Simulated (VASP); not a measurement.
# Sc2GeSe (P6mm) in VASP: a series of runs, part 2 of 2

VASP 6.6.1. The steps go on from the part before.

**3. Relaxation of cell and atoms, PBE**

This run uses another cell than the first one, of 20.36 Å³/atom.

Input file INCAR:

```
SYSTEM = Sc2GeSe
ALGO = Normal ; EDIFF = 1E-6
EDIFFG = -0.04 ; ENCUT = 600
GGA = PE ; IBRION = 2
ISIF = 3 ; ISMEAR = 0
LASPH = .True. ; LCHARG = .False.
LREAL = .False. ; LWAVE = .False.
NELM = 100 ; NSW = 90
PREC = Accurate ; SIGMA = 0.1
```

Input file KPOINTS:

```
k-points
0
Gamma
  6 6 4
  0 0 0
```

Input file POSCAR:

```
Sc2GeSe
1.0
    4.6256105500      0.0000000000      0.0000000000
   -2.3128052800      4.0058962500      0.0000000000
    0.0000000000      0.0000000000      4.3940609500
Sc Ge Se
2 1 1
Direct
    0.3333333300      0.6666666700      0.7138969500
    0.6666666700      0.3333333300      0.7138969500
    0.0000000000      0.0000000000      0.8399806900
    0.0000000000      0.0000000000      0.3031666400
```

Potentials or basis: VASP PAW PBE potentials, release 64 (Sc_sv, Ge_d, Se).

Started as:

```sh
$ cat potpaw_PBE.64/Sc_sv/POTCAR potpaw_PBE.64/Ge_d/POTCAR potpaw_PBE.64/Se/POTCAR > POTCAR
$ mpirun -np 1 vasp_std > vasp.out
```

OUTCAR:

```text
SYSTEM = Sc2GeSe
   EDIFF = 1E-6
   EDIFFG = -0.04
   ENCUT = 600
   GGA = PE
   IBRION = 2
   ISIF = 3
   ISMEAR = 0
   LASPH = .True.
   LREAL = .False.
   NELM = 100
   NSW = 90
   PREC = Accurate

 ion  position               nearest neighbor table
   1  0.333  0.667  0.714-   2 2.67   2 2.67   2 2.67   3 2.73   3 2.73   3 2.73
   2  0.667  0.333  0.714-   1 2.67   1 2.67   1 2.67   3 2.73   3 2.73   3 2.73
   3  0.000  0.000  0.840-   4 2.04   4 2.36   1 2.73   2 2.73   2 2.73   1 2.73   2 2.73   1 2.73

   4  0.000  0.000  0.303-   3 2.04   3 2.36

  LATTYP: Found a hexagonal cell.
 ALAT       =     4.6256105500
 C/A-ratio  =     0.9499418298

  Lattice vectors:

 A1 = (   4.6256105500,   0.0000000000,   0.0000000000)
 A2 = (  -2.3128052800,   4.0058962500,   0.0000000000)
 A3 = (   0.0000000000,   0.0000000000,   4.3940609500)

Analysis of symmetry for initial positions (statically):
=====================================================================
 Subroutine PRICEL returns:
 Original cell was already a primitive cell.

 Routine SETGRP: Setting up the symmetry group for a
 hexagonal supercell.

 Subroutine GETGRP returns: Found 12 space group operations
 (whereof 12 operations were pure point group operations)
 out of a pool of 24 trial point group operations.

The static configuration has the point symmetry C_6v.

Analysis of symmetry for dynamics (positions and initial velocities):
=====================================================================
 Subroutine PRICEL returns:
 Original cell was already a primitive cell.

 Routine SETGRP: Setting up the symmetry group for a
 hexagonal supercell.

 Subroutine GETGRP returns: Found 12 space group operations
 (whereof 12 operations were pure point group operations)
 out of a pool of 24 trial point group operations.

The dynamic configuration has the point symmetry C_6v.

 Subroutine INISYM returns: Found 12 space group operations
 (whereof 12 operations are pure point group operations),
 and found     1 'primitive' translations

[... 113 lines left out ...]
     AMIX     =   0.40;   BMIX     =  1.00
     AMIX_MAG =   1.60;   BMIX_MAG =  1.00
  volume/ion in A,a.u.               =      20.36       137.36
  Fermi-wavevector in a.u.,A,eV,Ry     =   1.312944  2.481105 23.454034  1.723823
  Thomas-Fermi vector in A             =   2.443301
   LORBIT       =      0    0 simple, 1 ext, 2 COOP (PROOUT), +10 PAW based schemes
   GGA     = PE    functional components
   LHFCALC =     F    Hartree Fock is set to
   AEXX    =    0.0000 exact exchange contribution
   IVDW    =     0    specifies the selected vdW correction
   LEPSILON=     F    determine dielectric tensor
   LRPA    =     F    only Hartree local field effects (RPA)
 conjugate gradient relaxation of ions
 non-spin polarized calculation
 Gauss-broadening in eV      SIGMA  =   0.10
  energy-cutoff  :      600.00
  volume of cell :       81.42
 maximum number of plane-waves:      2746
 NGX is ok and might be reduce to    40
   NGX = 19   NGY = 19   NGZ = 17

--------------------------------------- Ionic step        1  -------------------------------------------

 number of electron      41.9999997 magnetization

 Free energy of the ion-electron system (eV)
  ---------------------------------------------------
  ext. energy  EPLUGINS =         0.00000000
  ---------------------------------------------------
  free energy    TOTEN  =       -17.82143283 eV

  energy without entropy =      -17.79999565  energy(sigma->0) =      -17.81071424

 E-fermi :   5.9615     XC(G=0): -10.3481

 val. band max:        5.9087983234   @ k =   0.5000  -0.0000   0.0000
 cond. band min:       5.9741977330   @ k =   0.3333   0.3333   0.2500
 fundamental gap:      0.0653994097
 Fermi energy:         5.9615425011

 k-point     1 :       0.0000    0.0000    0.0000
  band No.  band energies     occupation
      1     -43.6782      2.00000
      2     -43.3879      2.00000
      3     -22.6761      2.00000
      4     -22.6761      2.00000
      5     -22.4037      2.00000
      6     -22.1659      2.00000
[... 684 lines left out ...]
  FREE ENERGIE OF THE ION-ELECTRON SYSTEM (eV)
  ---------------------------------------------------
  free  energy   TOTEN  =       -20.3238485949 eV

  energy  without entropy=      -20.2929254552  energy(sigma->0) =      -20.30838703

[... ionic steps 4 to 16 ...]

--------------------------------------- Ionic step       17  -------------------------------------------

 number of electron      41.9999978 magnetization

------------------------ aborting loop because EDIFF is reached ----------------------------------------
[... 71 lines left out ...]
--------------------------------------- Ionic step       19  -------------------------------------------

 number of electron      41.9999988 magnetization

 Free energy of the ion-electron system (eV)
  ---------------------------------------------------
  ext. energy  EPLUGINS =         0.00000000
  ---------------------------------------------------
  free energy    TOTEN  =       -21.08142245 eV

  energy without entropy =      -21.05696294  energy(sigma->0) =      -21.06919269

 E-fermi :   3.8709     XC(G=0):  -9.1595

 val. band max:        3.8675065675   @ k =   0.0000   0.0000   0.5000
 cond. band min:       3.8905049612   @ k =   0.1667   0.1667   0.0000
 fundamental gap:      0.0229983937
 Fermi energy:         3.8708970514

 k-point     1 :       0.0000    0.0000    0.0000
  band No.  band energies     occupation
      1     -45.9910      2.00000
      2     -45.6973      2.00000
      3     -24.9317      2.00000
      4     -24.9317      2.00000
      5     -24.7383      2.00000
      6     -24.4967      2.00000
[... 608 lines left out ...]
  FREE ENERGIE OF THE ION-ELECTRON SYSTEM (eV)
  ---------------------------------------------------
  free  energy   TOTEN  =       -21.0814224468 eV

  energy  without entropy=      -21.0569629411  energy(sigma->0) =      -21.06919269

 reached required accuracy - stopping structural energy minimisation
```

Wall time 11 min (1 thread of Intel Xeon Platinum 8124M at 3.00GHz (Skylake/Cascade Lake), shared host); peak memory 0.27 GiB.

What came out:

| Quantity | Value |
| --- | --- |
| Free energy | -21.0814 eV |
| Relaxed volume | 25.70 Å³/atom |
| Relaxed cell | a = 4.610 Å, b = 4.610 Å, c = 5.586 Å, α = 90.00°, β = 90.00°, γ = 120.00° |
| Space group after relaxing (to 0.1 Å) | P6mm (No. 183) |
| Energy gained by relaxing | 815.0 meV/atom |
| Ionic steps | 19 |
| Pressure after relaxing | 0.0 GPa |
| Largest force after relaxing | 0.025 eV/Å |
| Band gap on the k mesh | zero (bands 21 and 22 overlap by 0.30 eV) |

Forces on the atoms (eV/Å):
```
Sc   0.000  0.000 -0.016
Sc   0.000  0.000 -0.016
Ge   0.000  0.000  0.025
Se   0.000  0.000  0.006
```

The path:
```tsv
step	energy change (eV)	largest force (eV/Å)	pressure (GPa)	volume (Å³)
1	0.0000	6.1951	24.43	81.42
2	-2.5743	1.5050	-1.33	121.95
3	-2.5024	2.0385	2.99	104.71
4	-2.5797	1.7392	-0.60	118.66
5	-2.7732	0.8417	-1.28	118.32
6	-2.7999	0.7787	-1.42	118.06
7	-2.9598	0.6800	-0.50	113.16
8	-3.1590	0.8783	3.32	99.28
9	-3.2294	0.3815	1.87	100.08
10	-3.2387	0.3677	1.17	100.51
11	-3.2522	0.2296	0.49	101.99
12	-3.2572	0.0979	-0.12	103.51
13	-3.2573	0.0867	-0.17	103.66
14	-3.2573	0.0813	-0.20	103.72
15	-3.2583	0.0765	-0.14	103.51
16	-3.2593	0.0668	-0.03	103.09
17	-3.2594	0.0775	0.03	102.92
18	-3.2599	0.0425	0.02	102.85
19	-3.2600	0.0253	-0.01	102.82
```

Final structure:
```xyz
4
Lattice="4.6100 0.0000 0.0000 -2.3050 3.9924 0.0000 0.0000 0.0000 5.5864" Properties=species:S:1:pos:R:3 pbc="T T T"
Sc    0.0000    2.6616    3.6640
Sc    2.3050    1.3308    3.6640
Ge    0.0000    0.0000    4.9033
Se    0.0000    0.0000    2.1310
```

Caveat: the volume moved by over 15 % at a fixed basis, so the end points are rough.
